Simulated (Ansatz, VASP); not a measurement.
## One calculation of Si, two programs

```
CELL_PARAMETERS angstrom
0.00000 2.71577 2.71577
2.71577 0.00000 2.71577
2.71577 2.71577 0.00000
ATOMIC_POSITIONS crystal
Si 0.87500 0.87500 0.87500
Si 0.12500 0.12500 0.12500
```

Alike in both runs: task relaxation of cell and atoms; functional LDA; k mesh 11 × 11 × 11; occupations fermi-dirac, width 0.02 eV; no spin polarisation.

|  | VASP | Ansatz |
| --- | --- | --- |
| version | VASP 6.6.1 | Ansatz 0.2.0 |
| potentials or method | VASP PAW LDA potentials, release 64 (Si) | PAW with Ansatz's default frozen-core files, scalar-relativistic |
| plane-wave cutoff (eV) | 600 | 420 |
| valence electrons in the cell | 8 | 8 |

|  | VASP | Ansatz | Ansatz less VASP |
| --- | --- | --- | --- |
| relaxed volume (Å³/atom) | 19.72 | 19.70 | -0.012 |
| relaxed length of the cell vector where the two differ most in proportion (Å) | 3.820 | 3.820 | -0.0007 |

LDA's correlation is that of Perdew and Zunger in VASP and of Perdew and Wang (1992) in Ansatz.
